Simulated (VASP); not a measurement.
# Al in VASP: relaxation of the atoms with PBE

Aim: the relaxation of the atoms of Al with PBE.

All numbers are computed with VASP 6.6.1; they aren't measurements. Logs are shortened: lines on timing, memory, paths and dates and some standing lists are left out, and cuts for length are marked.

## (1) The cell of the first run

The cell holds a slab with vacuum, 4 atoms: a = 2.911 Å, b = 2.911 Å, c = 26.029 Å, α = 90.00°, β = 90.00°, γ = 90.00°.

## (2) Relaxation of the atoms, PBE

Contents of INCAR:

```
SYSTEM = Al
PREC = Accurate
ENCUT = 450
EDIFF = 1E-7
ISMEAR = 1
SIGMA = 0.1
LREAL = .False.
LASPH = .True.
NELM = 120
ALGO = Normal
ISIF = 2
LWAVE = .False.
LCHARG = .False.
LDIPOL = .True.
IDIPOL = 3
DIPOL = 0.5 0.5 0.660
GGA = PE
IBRION = 2
NSW = 80
EDIFFG = -0.02
GGA_COMPAT = .False.
NELMIN = 4
NELMDL = -8
```

Contents of KPOINTS:

```
regular mesh
0
Gamma
  12 12 1
  0 0 0
```

Contents of POSCAR:

```
Al
1.0
    2.9108335801      0.0000000000      0.0000000000
    0.0000000000      2.9108335801      0.0000000000
    0.0000000000      0.0000000000     26.0291690408
Al
4
Direct
    0.0000000000      0.0000000000      0.5475671436
    0.5000000000      0.5000000000      0.6219975063
    0.0000000000      0.0000000000      0.6974703504
    0.5000000000      0.5000000000      0.7748465842
```

Potentials or basis: VASP PAW PBE potentials, release 64 (Al).

Started as:

```console
$ cat potpaw_PBE.64/Al/POTCAR > POTCAR
$ mpirun -np 1 vasp_std > vasp.out
```

OUTCAR:

```text
SYSTEM = Al
   PREC = Accurate
   ENCUT = 450
   EDIFF = 1E-7
   ISMEAR = 1
   LREAL = .False.
   LASPH = .True.
   NELM = 120
   ISIF = 2
   GGA = PE
   IBRION = 2
   NSW = 80
   EDIFFG = -0.02
   NELMIN = 4
   NELMDL = -8

 ion  position               nearest neighbor table
   1  0.000  0.000  0.548-   2 2.83   2 2.83   2 2.83   2 2.83
   2  0.500  0.500  0.622-   1 2.83   1 2.83   1 2.83   1 2.83   3 2.85   3 2.85   3 2.85   3 2.85

   3  0.000  0.000  0.697-   2 2.85   2 2.85   2 2.85   2 2.85   4 2.88   4 2.88   4 2.88   4 2.88

   4  0.500  0.500  0.775-   3 2.88   3 2.88   3 2.88   3 2.88

  LATTYP: Found a simple tetragonal cell.
 ALAT       =     2.9108335801
 C/A-ratio  =     8.9421701119

  Lattice vectors:

 A1 = (   2.9108335801,   0.0000000000,   0.0000000000)
 A2 = (   0.0000000000,   2.9108335801,   0.0000000000)
 A3 = (   0.0000000000,   0.0000000000,  26.0291690408)

Analysis of symmetry for initial positions (statically):
=====================================================================
 Subroutine PRICEL returns:
 Original cell was already a primitive cell.

 Routine SETGRP: Setting up the symmetry group for a
 simple tetragonal supercell.

 Subroutine GETGRP returns: Found  8 space group operations
 (whereof  8 operations were pure point group operations)
 out of a pool of 16 trial point group operations.

The static configuration has the point symmetry C_4v.

Analysis of symmetry for dynamics (positions and initial velocities):
=====================================================================
 Subroutine PRICEL returns:
 Original cell was already a primitive cell.

 Routine SETGRP: Setting up the symmetry group for a
 simple tetragonal supercell.

 Subroutine GETGRP returns: Found  8 space group operations
 (whereof  8 operations were pure point group operations)
 out of a pool of 16 trial point group operations.

The dynamic configuration has the point symmetry C_4v.

 Subroutine INISYM returns: Found  8 space group operations
 (whereof  8 operations are pure point group operations),
 and found     1 'primitive' translations

----------------------------------------------------------------------------------------

                                     Primitive cell

  volume of cell :     220.5439

  direct lattice vectors                    reciprocal lattice vectors
     2.910833580  0.000000000  0.000000000     0.343544202  0.000000000  0.000000000
     0.000000000  2.910833580  0.000000000     0.000000000  0.343544202  0.000000000
     0.000000000  0.000000000 26.029169041     0.000000000  0.000000000  0.038418437

  length of vectors
     2.910833580  2.910833580 26.029169041     0.343544202  0.343544202  0.038418437

  position of ions in fractional coordinates (direct lattice)
     0.000000000  0.000000000  0.547567144
     0.500000000  0.500000000  0.621997506
     0.000000000  0.000000000  0.697470350
     0.500000000  0.500000000  0.774846584

  ion indices of the primitive-cell ions
   primitive index   ion index
                 1           1
                 2           2
                 3           3
                 4           4

----------------------------------------------------------------------------------------

 KPOINTS: regular mesh

Automatic generation of k-mesh.
 Grid dimensions read from file:
 generate k-points for:   12   12    1

 Generating k-lattice:

  Cartesian coordinates                     Fractional coordinates (reciprocal lattice)
     0.028628684  0.000000000  0.000000000     0.083333333  0.000000000  0.000000000
     0.000000000  0.028628684  0.000000000     0.000000000  0.083333333  0.000000000
     0.000000000  0.000000000  0.038418437     0.000000000  0.000000000  1.000000000

  Length of vectors
     0.028628684  0.028628684  0.038418437

  Shift w.r.t. Gamma in fractional coordinates (k-lattice)
[... 36 lines left out ...]
   total plane-waves  NPLWV =  72000
   dimension x,y,z NGX =    20 NGY =   20 NGZ =  180
   dimension x,y,z NGXF=    40 NGYF=   40 NGZF=  360
   ions per type =               4
   NGX,Y,Z   is equivalent  to a cutoff of  11.42, 11.42, 11.50 a.u.
   NGXF,Y,Z  is equivalent  to a cutoff of  22.85, 22.85, 22.99 a.u.
 SYSTEM =  Al
   PREC   = accura    normal or accurate (medium, high low for compatibility)
   ISTART =      0    job   : 0-new  1-cont  2-samecut
   ICHARG =      2    charge: 1-file 2-atom 10-const
   ISPIN  =      1    spin polarized calculation?
   LNONCOLLINEAR =      F non collinear calculations
   LSORBIT =      F    spin-orbit coupling
   LASPH  =      T    aspherical Exc in radial PAW
   ENCUT  =  450.0 eV  33.07 Ry    5.75 a.u.   5.03  5.03 45.02*2*pi/ulx,y,z
   NELM   =    120;   NELMIN=  4; NELMDL= -8     # of ELM steps
   EDIFF  = 0.1E-06   stopping-criterion for ELM
   LREAL  =      F    real-space projection
   EDIFFG = -.2E-01   stopping-criterion for IOM
   NSW    =     80    number of steps for IOM
   IBRION =      2    ionic relax: 0-MD 1-quasi-New 2-CG
   NFREE  =      1    steps in history (QN), initial steepest desc. (CG)
   ISIF   =      2    stress and relaxation
   ISYM   =      2    0-nonsym 1-usesym 2-fastsym
   POTIM  = 0.5000    time-step for ionic-motion
   TEBEG  =    0.0;   TEEND  =   0.0 temperature during run
   PSTRESS=    0.0 pullay stress
   NELECT =      12.0000    total number of electrons
   NUPDOWN=      -1.0000    fix difference up-down
   EMIN   =  10.00;   EMAX   =-10.00  energy-range for DOS
   EFERMI =   0.00;   METHOD = LEGACY
   ISMEAR =     1;   SIGMA  =   0.10  broadening in eV -4-tet -1-fermi 0-gaus
   EFERMI_NEDOS =   21; number of points for ismear=-14 and -15
   IALGO  =     38    algorithm
   IMIX   =      4    mixing-type and parameters
     AMIX     =   0.40;   BMIX     =  1.00
     AMIX_MAG =   1.60;   BMIX_MAG =  1.00
  volume/ion in A,a.u.               =      55.14       372.08
  Fermi-wavevector in a.u.,A,eV,Ry     =   0.620350  1.172292  5.235989  0.384834
  Thomas-Fermi vector in A             =   1.679470
   LORBIT       =      0    0 simple, 1 ext, 2 COOP (PROOUT), +10 PAW based schemes
   GGA     = PE    functional components
   LHFCALC =     F    Hartree Fock is set to
   AEXX    =    0.0000 exact exchange contribution
   IVDW    =     0    specifies the selected vdW correction
   LEPSILON=     F    determine dielectric tensor
   LRPA    =     F    only Hartree local field effects (RPA)
 conjugate gradient relaxation of ions
 non-spin polarized calculation
 Methfessel and Paxton  Order N= 1 SIGMA  =   0.10
  energy-cutoff  :      450.00
  volume of cell :      220.54
 maximum number of plane-waves:      4822
   NGX = 11   NGY = 11   NGZ = 91

--------------------------------------- Ionic step        1  -------------------------------------------

 number of electron      11.9999999 magnetization

 Free energy of the ion-electron system (eV)
  ---------------------------------------------------
  ext. energy  EPLUGINS =         0.00000000
  ---------------------------------------------------
  free energy    TOTEN  =       -13.93587146 eV

  energy without entropy =      -13.93352178  energy(sigma->0) =      -13.93508823

------------------------ aborting loop because EDIFF is reached ----------------------------------------

  FORCE on cell =-STRESS in cart. coord.  units (eV):
  Direction    XX          YY          ZZ          XY          YZ          ZX
  --------------------------------------------------------------------------------------
  -------------------------------------------------------------------------------------
  Total       -2.1162811     -2.1162811      0.3494956      0.0000000     -0.0000000      0.0000000
  in kB      -15.3740708    -15.3740708      2.5389683      0.0000000     -0.0000000      0.0000000
  external PRESSURE =      -9.4030578 kB  Pullay stress =       0.0000000 kB
[... 95 lines left out ...]
  FREE ENERGIE OF THE ION-ELECTRON SYSTEM (eV)
  ---------------------------------------------------
  free  energy   TOTEN  =       -13.9421787561 eV

  energy  without entropy=      -13.9398999586  energy(sigma->0) =      -13.94141916

[... ionic steps 4 to 9 ...]

--------------------------------------- Ionic step       10  -------------------------------------------

 number of electron      11.9999999 magnetization

------------------------ aborting loop because EDIFF is reached ----------------------------------------
[... 65 lines left out ...]
  FREE ENERGIE OF THE ION-ELECTRON SYSTEM (eV)
  ---------------------------------------------------
  free  energy   TOTEN  =       -13.9448336019 eV

  energy  without entropy=      -13.9425313582  energy(sigma->0) =      -13.94406619

 dipolmoment           0.000000      0.000000     -0.000009 electrons x Angstroem

--------------------------------------- Ionic step       12  -------------------------------------------

 number of electron      11.9999999 magnetization

 dipolmoment           0.000000      0.000000      0.000025 electrons x Angstroem

 Free energy of the ion-electron system (eV)
  ---------------------------------------------------
  ext. energy  EPLUGINS =         0.00000000
  ---------------------------------------------------
  free energy    TOTEN  =       -13.94497159 eV

  energy without entropy =      -13.94273493  energy(sigma->0) =      -13.94422603

 E-fermi :  -0.4742     XC(G=0):  -3.8702

 val. band max:       -0.5068403604   @ k =   0.5000   0.4167   0.0000
 cond. band min:      -0.4556388612   @ k =   0.4167   0.2500   0.0000
 fundamental gap:      0.0512014992
 Fermi energy:        -0.4742417446

 k-point     1 :       0.0000    0.0000    0.0000
  band No.  band energies     occupation
      1     -11.0099      2.00000
      2      -9.5746      2.00000
      3      -7.4619      2.00000
      4      -4.6175      2.00000
      5      -2.3079      2.00000
      6       1.1320     -0.00000
      7       2.9761      0.00000
      8       3.7572      0.00000
      9       3.9496      0.00000
     10       5.0126      0.00000
[... 287 lines left out ...]
 k-point    24 :       0.4167    0.3333    0.0000
  band No.  band energies     occupation
      1      -6.1372      2.00000
      2      -4.7420      2.00000
      3      -3.4182      2.00000
      4      -2.6895      2.00000
      5      -2.0508      2.00000
      6      -0.3904      0.00163
      7      -0.1906     -0.00045
      8       0.2520     -0.00000
      9       0.9717     -0.00000
     10       2.0918      0.00000

 [... further k-points ...]

------------------------ aborting loop because EDIFF is reached ----------------------------------------

 vacuum level on the upper side and lower side of the slab       (xc-potential included)        -0.061        -0.066

  FORCE on cell =-STRESS in cart. coord.  units (eV):
  Direction    XX          YY          ZZ          XY          YZ          ZX
  --------------------------------------------------------------------------------------
  -------------------------------------------------------------------------------------
  Total       -2.6418475     -2.6418475     -0.0176599      0.0000000      0.0000000      0.0000000
  in kB      -19.1921339    -19.1921339     -0.1282929      0.0000000      0.0000000      0.0000000
  external PRESSURE =     -12.8375202 kB  Pullay stress =       0.0000000 kB
[... 19 lines left out ...]
  FREE ENERGIE OF THE ION-ELECTRON SYSTEM (eV)
  ---------------------------------------------------
  free  energy   TOTEN  =       -13.9449715876 eV

  energy  without entropy=      -13.9427349260  energy(sigma->0) =      -13.94422603

 reached required accuracy - stopping structural energy minimisation

 vacuum level on the upper side and lower side of the slab         3.700         3.696
```

Run time: 6.3 min. Hardware: 1 thread of Intel Xeon Platinum 8559C (Emerald Rapids), shared host; peak memory 0.27 GiB.

What came out:

```
Free energy                  : -13.9450 eV
Energy gained by relaxing    : 2.3 meV/atom
Ionic steps                  : 12
Largest force after relaxing : 0.004 eV/Å
Band gap on the k mesh       : zero (bands 6 and 7 overlap by 2.79 eV)
```

Forces on the atoms (eV/Å):
```
Al   0.000  0.000  0.004
Al   0.000  0.000 -0.002
Al   0.000  0.000 -0.001
Al   0.000  0.000 -0.001
```

Step by step:
```tsv
step	energy change (eV)	largest force (eV/Å)	pressure (GPa)
1	0.0000	0.2286	-0.94
2	-0.0037	0.1406	-0.97
3	-0.0063	0.0834	-1.02
4	-0.0069	0.0610	-1.03
5	-0.0077	0.0405	-1.07
6	-0.0079	0.0367	-1.10
7	-0.0085	0.0247	-1.17
8	-0.0090	0.0282	-1.30
9	-0.0090	0.0274	-1.26
10	-0.0090	0.0277	-1.27
11	-0.0090	0.0313	-1.30
12	-0.0091	0.0041	-1.28
```

Final structure:
```yaml
crystal:
  lattice:
    - [2.91083, 0.00000, 0.00000]
    - [0.00000, 2.91083, 0.00000]
    - [0.00000, 0.00000, 26.02917]
  atoms:
    - { symbol: Al, position: [0.00000, 0.00000, 0.54459] }
    - { symbol: Al, position: [0.50000, 0.50000, 0.62261] }
    - { symbol: Al, position: [0.00000, 0.00000, 0.69837] }
    - { symbol: Al, position: [0.50000, 0.50000, 0.77632] }
```
